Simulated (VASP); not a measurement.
Write the native input for VASP 6.6.1 that does the following.

| Quantity | Value |
| --- | --- |
| Task | single point |
| Functional | PBE |
| Potentials or basis | VASP PAW PBE potentials, release 64 (Mg, H) |
| Cutoff | 520 eV |
| k mesh | 1 × 1 × 1 |
| Occupations | gaussian, width 0.01 eV |
| Spin | no spin polarisation |
| Dipole correction | no |
| Further INCAR settings | LREAL = Auto; ALGO = Normal; EDIFF = 1e-07; NBANDS = 90 |

The structure of MgH2 (MgH2 supercell) lies in POSCAR:

```
MgH2
1.0
    9.1236000000      0.0000000000      0.0000000000
    0.0000000000      9.1236000000      0.0000000000
    0.0000000000      0.0000000000      9.0615000000
Mg H
24 48
Direct
    0.0000000000      0.0000000000      0.0000000000
    0.0000000000      0.0000000000      0.3333333333
    0.0000000000      0.0000000000      0.6666666667
    0.0000000000      0.5000000000      0.0000000000
    0.0000000000      0.5000000000      0.3333333333
    0.0000000000      0.5000000000      0.6666666667
    0.5000000000      0.0000000000      0.0000000000
    0.5000000000      0.0000000000      0.3333333333
    0.5000000000      0.0000000000      0.6666666667
    0.5000000000      0.5000000000      0.0000000000
    0.5000000000      0.5000000000      0.3333333333
    0.5000000000      0.5000000000      0.6666666667
    0.2500000000      0.2500000000      0.1666666667
    0.2500000000      0.2500000000      0.5000000000
    0.2500000000      0.2500000000      0.8333333333
    0.2500000000      0.7500000000      0.1666666667
    0.2500000000      0.7500000000      0.5000000000
    0.2500000000      0.7500000000      0.8333333333
    0.7500000000      0.2500000000      0.1666666667
    0.7500000000      0.2500000000      0.5000000000
    0.7500000000      0.2500000000      0.8333333333
    0.7500000000      0.7500000000      0.1666666667
    0.7500000000      0.7500000000      0.5000000000
    0.7500000000      0.7500000000      0.8333333333
    0.1523735212      0.1523735212      0.0000000000
    0.1523735212      0.1523735212      0.3333333333
    0.1523735212      0.1523735212      0.6666666667
    0.1523735212      0.6523735212      0.0000000000
    0.1523735212      0.6523735212      0.3333333333
    0.1523735212      0.6523735212      0.6666666667
    0.6523735212      0.1523735212      0.0000000000
    0.6523735212      0.1523735212      0.3333333333
    0.6523735212      0.1523735212      0.6666666667
    0.6523735212      0.6523735212      0.0000000000
    0.6523735212      0.6523735212      0.3333333333
    0.6523735212      0.6523735212      0.6666666667
    0.0976264788      0.4023735212      0.1666666667
    0.0976264788      0.4023735212      0.5000000000
    0.0976264788      0.4023735212      0.8333333333
    0.0976264788      0.9023735212      0.1666666667
    0.0976264788      0.9023735212      0.5000000000
    0.0976264788      0.9023735212      0.8333333333
    0.5976264788      0.4023735212      0.1666666667
    0.5976264788      0.4023735212      0.5000000000
    0.5976264788      0.4023735212      0.8333333333
    0.5976264788      0.9023735212      0.1666666667
    0.5976264788      0.9023735212      0.5000000000
    0.5976264788      0.9023735212      0.8333333333
    0.3476264788      0.3476264788      0.0000000000
    0.3476264788      0.3476264788      0.3333333333
    0.3476264788      0.3476264788      0.6666666667
    0.3476264788      0.8476264788      0.0000000000
    0.3476264788      0.8476264788      0.3333333333
    0.3476264788      0.8476264788      0.6666666667
    0.8476264788      0.3476264788      0.0000000000
    0.8476264788      0.3476264788      0.3333333333
    0.8476264788      0.3476264788      0.6666666667
    0.8476264788      0.8476264788      0.0000000000
    0.8476264788      0.8476264788      0.3333333333
    0.8476264788      0.8476264788      0.6666666667
    0.4023735212      0.0976264788      0.1666666667
    0.4023735212      0.0976264788      0.5000000000
    0.4023735212      0.0976264788      0.8333333333
    0.4023735212      0.5976264788      0.1666666667
    0.4023735212      0.5976264788      0.5000000000
    0.4023735212      0.5976264788      0.8333333333
    0.9023735212      0.0976264788      0.1666666667
    0.9023735212      0.0976264788      0.5000000000
    0.9023735212      0.0976264788      0.8333333333
    0.9023735212      0.5976264788      0.1666666667
    0.9023735212      0.5976264788      0.5000000000
    0.9023735212      0.5976264788      0.8333333333
```

These files were run (other wordings do the same):

INCAR

```
PREC = Accurate ; ENCUT = 520
EDIFF = 1E-7 ; ISMEAR = 0
SIGMA = 0.01 ; LREAL = Auto
LASPH = True ; NELM = 80
ALGO = Normal ; ISIF = 2
LWAVE = False ; LCHARG = False
GGA = PE ; NBANDS = 90
```

KPOINTS

```
Automatic mesh
0
Gamma
  1 1 1
```

Potentials or basis: VASP PAW PBE potentials, release 64 (Mg, H).

Command:

```console
$ cat potpaw_PBE.64/Mg/POTCAR potpaw_PBE.64/H/POTCAR > POTCAR
$ mpirun -np 1 vasp_gam > vasp.out
```

Results of the run:

The pressure is -1.0 GPa and the band gap on the k mesh is 5.14 eV.

Caveat: the k points lie up to 0.69 Å⁻¹ apart.

Wall time 2.2 min on 1 thread of Intel(R) Xeon(R) Platinum 8375C CPU @ 2.90GHz (Ice Lake), on a shared host, peak memory 0.63 GiB.
